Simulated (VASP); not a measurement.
# Al5As (Cmmm) in VASP: a series of runs

Al5As is run at these levels: PBE; tasks: single point, relaxation of cell and atoms.

All numbers are computed with VASP 6.6.1; they aren't measurements. Logs are shortened: lines on timing, memory, paths and dates and some standing lists are left out, and cuts for length are marked.

**1. The cell of the first run**

Symmetry: Cmmm, No. 65, orthorhombic system. The conventional cell has a = 4.959 Å, b = 8.164 Å, c = 5.376 Å, α = 90.00°, β = 90.00°, γ = 90.00°. Al (site symmetry mmm) has 2 As at 2.69 Å and 12 Al at 3.02 to 3.14 Å within 3.5 Å. Al (site symmetry m) has 8 Al at 2.68 to 3.14 Å and 3 As at 3.02 to 3.14 Å within 3.5 Å. As (site symmetry mmm) has 14 Al at 2.69 to 3.14 Å within 3.5 Å.

**2. Single point, PBE**

Input file INCAR:

```
SYSTEM = Al5As
PREC = Accurate
ENCUT = 520
EDIFF = 1E-7
ISMEAR = 0
SIGMA = 0.1
LREAL = .FALSE.
LASPH = .TRUE.
NELM = 60
ALGO = Normal
ISIF = 2
LWAVE = .FALSE.
LCHARG = .FALSE.
GGA = PE
NBANDS = 19
```

Input file KPOINTS:

```
Automatic mesh
0
G
  4 4 4
  0 0 0
```

Input file POSCAR:

```
Al5As
1.0
    2.4796198139     -4.0820923102      0.0000000000
    2.4796198139      4.0820923102      0.0000000000
    0.0000000000      0.0000000000      5.3756752800
Al As
5 1
Direct
    0.0000000000      0.0000000000      0.0000000000
    0.3313416740      0.6686583260      0.2509857543
    0.6686583260      0.3313416740      0.2509857543
    0.3313416740      0.6686583260      0.7490142457
    0.6686583260      0.3313416740      0.7490142457
    0.0000000000      0.0000000000      0.5000000000
```

Potentials or basis: VASP PAW PBE potentials, release 64 (Al, As).

Started as:

```
> cat potpaw_PBE.64/Al/POTCAR potpaw_PBE.64/As/POTCAR > POTCAR
> mpirun -np 1 vasp_std > vasp.out
```

OUTCAR:

```text
SYSTEM = Al5As
   PREC = Accurate
   ENCUT = 520
   EDIFF = 1E-7
   ISMEAR = 0
   LREAL = .FALSE.
   LASPH = .TRUE.
   NELM = 60
   ISIF = 2
   GGA = PE

 ion  position               nearest neighbor table
   1  0.000  0.000  0.000-   6 2.69   6 2.69   4 3.02   5 3.02   2 3.02   3 3.02   2 3.14   4 3.14
                             3 3.14   5 3.14   3 3.14   5 3.14   2 3.14   4 3.14
   2  0.331  0.669  0.251-   4 2.68   4 2.70   3 2.75   3 2.81   3 2.81   6 3.02   1 3.02   6 3.14
                             6 3.14   1 3.14   1 3.14
   3  0.669  0.331  0.251-   5 2.68   5 2.70   2 2.75   2 2.81   2 2.81   6 3.02   1 3.02   6 3.14
                             6 3.14   1 3.14   1 3.14
   4  0.331  0.669  0.749-   2 2.68   2 2.70   5 2.75   5 2.81   5 2.81   6 3.02   1 3.02   6 3.14
                             6 3.14   1 3.14   1 3.14
   5  0.669  0.331  0.749-   3 2.68   3 2.70   4 2.75   4 2.81   4 2.81   6 3.02   1 3.02   6 3.14
                             6 3.14   1 3.14   1 3.14
   6  0.000  0.000  0.500-   1 2.69   1 2.69   3 3.02   4 3.02   5 3.02   2 3.02   2 3.14   4 3.14
                             3 3.14   5 3.14   3 3.14   5 3.14   2 3.14   4 3.14

  LATTYP: Found a base centered orthorhombic cell.
 ALAT       =     4.9592396278
 B/A-ratio  =     1.6462573364
 C/A-ratio  =     1.0839716738

  Lattice vectors:

 A1 = (   2.4796198139,  -4.0820923102,   0.0000000000)
 A2 = (   2.4796198139,   4.0820923102,   0.0000000000)
 A3 = (   0.0000000000,   0.0000000000,   5.3756752800)

Analysis of symmetry for initial positions (statically):
=====================================================================
 Subroutine PRICEL returns:
 Original cell was already a primitive cell.

 Routine SETGRP: Setting up the symmetry group for a
 base centered orthorhombic supercell.

 Subroutine GETGRP returns: Found  8 space group operations
 (whereof  8 operations were pure point group operations)
 out of a pool of  8 trial point group operations.

The static configuration has the point symmetry D_2h.

Analysis of symmetry for dynamics (positions and initial velocities):
=====================================================================
 Subroutine PRICEL returns:
 Original cell was already a primitive cell.

 Routine SETGRP: Setting up the symmetry group for a
 base centered orthorhombic supercell.

 Subroutine GETGRP returns: Found  8 space group operations
 (whereof  8 operations were pure point group operations)
 out of a pool of  8 trial point group operations.

The dynamic configuration has the point symmetry D_2h.

 Subroutine INISYM returns: Found  8 space group operations
 (whereof  8 operations are pure point group operations),
 and found     1 'primitive' translations

----------------------------------------------------------------------------------------

                                     Primitive cell

  volume of cell :     108.8256

  direct lattice vectors                    reciprocal lattice vectors
     2.479619814 -4.082092310  0.000000000     0.201643815 -0.122486206  0.000000000
     2.479619814  4.082092310  0.000000000     0.201643815  0.122486206  0.000000000
     0.000000000  0.000000000  5.375675280     0.000000000  0.000000000  0.186023141

  length of vectors
     4.776190119  4.776190119  5.375675280     0.235930284  0.235930284  0.186023141

  position of ions in fractional coordinates (direct lattice)
     0.000000000  0.000000000  0.000000000
     0.331341674  0.668658326  0.250985754
     0.668658326  0.331341674  0.250985754
     0.331341674  0.668658326  0.749014246
     0.668658326  0.331341674  0.749014246
     0.000000000  0.000000000  0.500000000

  ion indices of the primitive-cell ions
   primitive index   ion index
                 1           1
                 2           2
                 3           3
                 4           4
                 5           5
                 6           6

----------------------------------------------------------------------------------------

 KPOINTS: Automatic mesh

Automatic generation of k-mesh.
 Grid dimensions read from file:
 generate k-points for:    4    4    4

 Generating k-lattice:

  Cartesian coordinates                     Fractional coordinates (reciprocal lattice)
     0.050410954 -0.030621552  0.000000000     0.250000000 -0.000000000  0.000000000
     0.050410954  0.030621552  0.000000000    -0.000000000  0.250000000  0.000000000
     0.000000000  0.000000000  0.046505785     0.000000000  0.000000000  0.250000000

  Length of vectors
     0.058982571  0.058982571  0.046505785

  Shift w.r.t. Gamma in fractional coordinates (k-lattice)
     0.000000000  0.000000000  0.000000000

 Subroutine IBZKPT returns following result:
 ===========================================

 Found     21 irreducible k-points:

 Following reciprocal coordinates:
            Coordinates               Weight
  0.000000  0.000000  0.000000      1.000000
  0.250000  0.000000  0.000000      4.000000
  0.500000  0.000000  0.000000      2.000000
  0.250000  0.250000  0.000000      2.000000
  0.500000  0.250000  0.000000      4.000000
 -0.250000  0.250000  0.000000      2.000000
[... 13 lines left out ...]
 -0.250000  0.250000  0.500000      2.000000
  0.500000  0.500000  0.500000      1.000000
   k-points           NKPTS =     21   k-points in BZ     NKDIM =     21   number of bands    NBANDS=     19
   number of dos      NEDOS =    301   number of ions     NIONS =      6
   total plane-waves  NPLWV =  51840
   dimension x,y,z NGX =    36 NGY =   36 NGZ =   40
   dimension x,y,z NGXF=    72 NGYF=   72 NGZF=   80
   ions per type =               5   1
   NGX,Y,Z   is equivalent  to a cutoff of  12.53, 12.53, 12.37 a.u.
   NGXF,Y,Z  is equivalent  to a cutoff of  25.06, 25.06, 24.74 a.u.
 SYSTEM =  Al5As
   PREC   = accura    normal or accurate (medium, high low for compatibility)
   ISTART =      0    job   : 0-new  1-cont  2-samecut
   ICHARG =      2    charge: 1-file 2-atom 10-const
   ISPIN  =      1    spin polarized calculation?
   LNONCOLLINEAR =      F non collinear calculations
   LSORBIT =      F    spin-orbit coupling
   LASPH  =      T    aspherical Exc in radial PAW
   ENCUT  =  520.0 eV  38.22 Ry    6.18 a.u.   8.88  8.88 10.00*2*pi/ulx,y,z
   NELM   =     60;   NELMIN=  2; NELMDL= -5     # of ELM steps
   EDIFF  = 0.1E-06   stopping-criterion for ELM
   LREAL  =      F    real-space projection
   EDIFFG = 0.1E-05   stopping-criterion for IOM
   NSW    =      0    number of steps for IOM
   IBRION =     -1    ionic relax: 0-MD 1-quasi-New 2-CG
   NFREE  =      0    steps in history (QN), initial steepest desc. (CG)
   ISIF   =      2    stress and relaxation
   ISYM   =      2    0-nonsym 1-usesym 2-fastsym
   POTIM  = 0.5000    time-step for ionic-motion
   TEBEG  =    0.0;   TEEND  =   0.0 temperature during run
   PSTRESS=    0.0 pullay stress
   NELECT =      20.0000    total number of electrons
   NUPDOWN=      -1.0000    fix difference up-down
   EMIN   =  10.00;   EMAX   =-10.00  energy-range for DOS
   EFERMI =   0.00;   METHOD = LEGACY
   ISMEAR =     0;   SIGMA  =   0.10  broadening in eV -4-tet -1-fermi 0-gaus
   EFERMI_NEDOS =   21; number of points for ismear=-14 and -15
   IALGO  =     38    algorithm
   IMIX   =      4    mixing-type and parameters
     AMIX     =   0.40;   BMIX     =  1.00
     AMIX_MAG =   1.60;   BMIX_MAG =  1.00
  volume/ion in A,a.u.               =      18.14       122.40
  Fermi-wavevector in a.u.,A,eV,Ry     =   0.930767  1.758895 11.787108  0.866328
  Thomas-Fermi vector in A             =   2.057190
   LORBIT       =      0    0 simple, 1 ext, 2 COOP (PROOUT), +10 PAW based schemes
   GGA     = PE    functional components
   LHFCALC =     F    Hartree Fock is set to
   AEXX    =    0.0000 exact exchange contribution
   IVDW    =     0    specifies the selected vdW correction
   LEPSILON=     F    determine dielectric tensor
   LRPA    =     F    only Hartree local field effects (RPA)
 non-spin polarized calculation
 Gauss-broadening in eV      SIGMA  =   0.10
  energy-cutoff  :      520.00
  volume of cell :      108.83
 maximum number of plane-waves:      2960
   NGX = 17   NGY = 17   NGZ = 19

 number of electron      20.0000001 magnetization

 Free energy of the ion-electron system (eV)
  ---------------------------------------------------
  ext. energy  EPLUGINS =         0.00000000
  ---------------------------------------------------
  free energy    TOTEN  =       -22.17104072 eV

  energy without entropy =      -22.15940571  energy(sigma->0) =      -22.16522322

 E-fermi :   7.0269     XC(G=0): -10.0360

 val. band max:        7.0225388790   @ k =  -0.2500   0.2500   0.0000
 cond. band min:       7.0405309860   @ k =   0.2500   0.0000   0.5000
 fundamental gap:      0.0179921071
 Fermi energy:         7.0268632186

 k-point     1 :       0.0000    0.0000    0.0000
  band No.  band energies     occupation
      1      -5.3872      2.00000
      2      -0.5278      2.00000
      3       0.7203      2.00000
      4       2.9156      2.00000
      5       3.4604      2.00000
      6       3.6089      2.00000
[... 11 lines left out ...]
     18       9.5756      0.00000
     19      10.4453      0.00000

 k-point     2 :       0.2500    0.0000    0.0000
  band No.  band energies     occupation
      1      -5.0633      2.00000
      2      -0.8337      2.00000
      3       1.1719      2.00000
      4       1.3224      2.00000
      5       2.6249      2.00000
      6       2.9332      2.00000
[... 11 lines left out ...]
     18      12.0414      0.00000
     19      12.2999      0.00000

 k-point     3 :       0.5000    0.0000    0.0000
  band No.  band energies     occupation
      1      -4.6109      2.00000
      2      -1.5925      2.00000
      3       0.9899      2.00000
      4       2.0278      2.00000
      5       2.2300      2.00000
      6       3.2411      2.00000
[... 11 lines left out ...]
     18      13.5858      0.00000
     19      13.8323      0.00000

 k-point     4 :       0.2500    0.2500    0.0000
  band No.  band energies     occupation
      1      -4.6356      2.00000
      2      -1.1348      2.00000
      3      -0.0710      2.00000
      4       1.9188      2.00000
      5       2.0633      2.00000
      6       4.0841      2.00000
[... 11 lines left out ...]
     18      11.9482      0.00000
     19      13.6325      0.00000

 k-point     5 :       0.5000    0.2500    0.0000
  band No.  band energies     occupation
      1      -4.5812      2.00000
      2      -1.2174      2.00000
      3       0.0100      2.00000
      4       2.0104      2.00000
      5       2.1159      2.00000
      6       3.9130      2.00000
[... 11 lines left out ...]
     18      12.5100      0.00000
     19      14.0870      0.00000
[... 268 lines left out ...]
      2      -0.9412      2.00000
      3      -0.0065      2.00000
      4       0.9661      2.00000
      5       1.1579      2.00000
      6       1.4073      2.00000
[... 11 lines left out ...]
     18      11.0806      0.00000
     19      11.6681      0.00000

 k-point    19 :       0.5000    0.2500    0.5000
  band No.  band energies     occupation
      1      -4.3403      2.00000
      2      -0.8172      2.00000
      3      -0.1212      2.00000
      4       0.9818      2.00000
      5       1.0741      2.00000
      6       1.4976      2.00000
[... 11 lines left out ...]
     18      11.8188      0.00000
     19      12.3257      0.00000

 k-point    20 :      -0.2500    0.2500    0.5000
  band No.  band energies     occupation
      1      -4.6915      2.00000
      2      -1.8470      2.00000
      3       0.5752      2.00000
      4       2.4033      2.00000
      5       3.2595      2.00000
      6       3.3082      2.00000
[... 11 lines left out ...]
     18      11.6188      0.00000
     19      13.1258      0.00000

 k-point    21 :       0.5000    0.5000    0.5000
  band No.  band energies     occupation
      1      -4.2890      2.00000
      2      -0.4728      2.00000
      3      -0.3732      2.00000
      4      -0.0544      2.00000
      5       2.4974      2.00000
      6       2.7837      2.00000
[... 11 lines left out ...]
     18      12.0309      0.00000
     19      12.2357      0.00000

------------------------ aborting loop because EDIFF is reached ----------------------------------------

  FORCE on cell =-STRESS in cart. coord.  units (eV):
  Direction    XX          YY          ZZ          XY          YZ          ZX
  --------------------------------------------------------------------------------------
  -------------------------------------------------------------------------------------
  Total        0.0441697     -0.0676297      0.1088824     -0.0000000      0.0000000      0.0000000
  in kB        0.6502848     -0.9956735      1.6030144     -0.0000000      0.0000000      0.0000000
  external PRESSURE =       0.4192086 kB  Pullay stress =       0.0000000 kB

 VOLUME and BASIS-vectors are now :
 -----------------------------------------------------------------------------
  energy-cutoff  :      520.00
  volume of cell :      108.83
      direct lattice vectors                 reciprocal lattice vectors
     2.479619814 -4.082092310  0.000000000     0.201643815 -0.122486206  0.000000000
     2.479619814  4.082092310  0.000000000     0.201643815  0.122486206  0.000000000
     0.000000000  0.000000000  5.375675280     0.000000000  0.000000000  0.186023141

 POSITION                                       TOTAL-FORCE (eV/Angst)
 -----------------------------------------------------------------------------------
      0.00000      0.00000      0.00000         0.000000      0.000000      0.000000
      2.47962      1.37696      1.34922         0.000000     -0.006419      0.002294
      2.47962     -1.37696      1.34922         0.000000      0.006419      0.002294
      2.47962      1.37696      4.02646         0.000000     -0.006419     -0.002294
      2.47962     -1.37696      4.02646         0.000000      0.006419     -0.002294
      0.00000      0.00000      2.68784        -0.000000     -0.000000      0.000000
 -----------------------------------------------------------------------------------
    total drift:                               -0.000000      0.000000     -0.000000

  FREE ENERGIE OF THE ION-ELECTRON SYSTEM (eV)
  ---------------------------------------------------
  free  energy   TOTEN  =       -22.1710407222 eV

  energy  without entropy=      -22.1594057089  energy(sigma->0) =      -22.16522322
```

Wall time 15 s (1 thread of Intel Xeon 6975P-C (Granite Rapids), shared host); peak memory 0.22 GiB.

What came out:

```yaml
Free_energy: -22.1710 eV
Pressure: 0.0 GPa
Largest_force: 0.007 eV/Å
Band_gap_on_the_k_mesh: zero (band 10 reaches 8.26 eV, above the bottom of band 11 at 5.86 eV)
```

Forces in eV/Å, atoms in the order of the input:
```
Al   0.000  0.000  0.000
Al   0.000 -0.006  0.002
Al   0.000  0.006  0.002
Al   0.000 -0.006 -0.002
Al   0.000  0.006 -0.002
As   0.000  0.000  0.000
```

Stress tensor (GPa, compression positive):
```
 0.07  0.00  0.00
 0.00 -0.10  0.00
 0.00  0.00  0.16
```

Levels at points of the mesh, in eV from the Fermi level:
```tsv
k point	band 8	band 9	band 10	band 11	band 12	band 13
(0.00, 0.00, 0.00)	-2.14	-2.07	0.08	0.94	1.10	1.38
(0.50, 0.00, 0.00)	-3.45	-0.34	-0.08	0.18	0.26	1.84
(0.50, 0.50, 0.00)	-3.34	-0.83	-0.34	-0.23	-0.01	2.06
(0.00, 0.00, 0.50)	-1.23	-1.16	-1.02	-0.97	-0.94	-0.87
(0.50, 0.00, 0.50)	-2.94	0.95	1.11	1.82	2.32	2.41
(0.50, 0.50, 0.50)	-3.21	1.00	1.23	1.99	2.51	2.59
```

Caveat: the k points lie up to 0.37 Å⁻¹ apart.

**3. Single point, PBE**

This run uses another cell than the first one, of 19.77 Å³/atom, 1.090 times its volume.

Input file INCAR:

```
  ALGO = Normal
  EDIFF = 1E-6
  ENCUT = 520
  GGA = PE
  ISIF = 2
  ISMEAR = 0
  LASPH = T
  LCHARG = F
  LREAL = F
  LWAVE = F
  NBANDS = 19
  NELM = 80
  PREC = Accurate
  SIGMA = 0.1
```

Input file KPOINTS:

```
k-points
0
Gamma
  4 4 4
```

Input file POSCAR:

```
Al5As
1.0
    3.3324504100     -3.3731463000      0.0000000000
    3.3324504100      3.3731463000      0.0000000000
    0.0000000000      0.0000000000      5.2774352400
Al As
5 1
Direct
    0.0000000000      0.0000000000      0.0000000000
    0.3233465300      0.6766534700      0.2384991700
    0.6766534700      0.3233465300      0.2384991700
    0.3233465300      0.6766534700      0.7615008300
    0.6766534700      0.3233465300      0.7615008300
    0.0000000000      0.0000000000      0.5000000000
```

Potentials or basis: VASP PAW PBE potentials, release 64 (Al, As).

Started as:

```
> cat potpaw_PBE.64/Al/POTCAR potpaw_PBE.64/As/POTCAR > POTCAR
> mpirun -np 1 vasp_std > vasp.out
```

Wall time 14 s (1 thread of Intel Xeon 6975P-C (Granite Rapids), shared host); peak memory 0.22 GiB.

The run converged. Its results:

```yaml
Free_energy: -20.1306 eV
Pressure: 8.0 GPa
Largest_force: 0.731 eV/Å
Band_gap_on_the_k_mesh: zero (band 10 reaches 7.69 eV, above the bottom of band 11 at 5.69 eV)
```

Forces on the atoms (eV/Å):
```
Al   0.000  0.000  0.000
Al   0.000  0.474  0.556
Al   0.000 -0.474  0.556
Al   0.000  0.474 -0.556
Al   0.000 -0.474 -0.556
As   0.000  0.000  0.000
```

Stress tensor (GPa, compression positive):
```
-7.25  0.00  0.00
 0.00 20.90  0.00
 0.00  0.00 10.50
```

Levels at points of the mesh, in eV from the Fermi level:
| k point | band 7 | band 8 | band 9 | band 10 | band 11 | band 12 | band 13 | band 14 |
| --- | --- | --- | --- | --- | --- | --- | --- | --- |
| (0.00, 0.00, 0.00) | -2.16 | -1.73 | -1.64 | -0.99 | 0.42 | 1.22 | 1.81 | 2.19 |
| (0.50, 0.00, 0.00) | -3.20 | -2.31 | -2.08 | -1.16 | 1.03 | 1.33 | 1.94 | 2.02 |
| (0.50, 0.50, 0.00) | -3.31 | -2.13 | -1.88 | -1.60 | -0.36 | 0.09 | 2.46 | 3.36 |
| (0.00, 0.00, 0.50) | -1.93 | -0.68 | -0.37 | -0.28 | -0.23 | 0.57 | 2.31 | 2.62 |
| (0.50, 0.00, 0.50) | -1.87 | -1.86 | -1.57 | -0.30 | -0.17 | 0.25 | 1.46 | 1.57 |
| (0.50, 0.50, 0.50) | -4.17 | -3.60 | 0.26 | 1.64 | 2.78 | 3.02 | 3.29 | 3.54 |

(Part 1 of 2 ends here.)
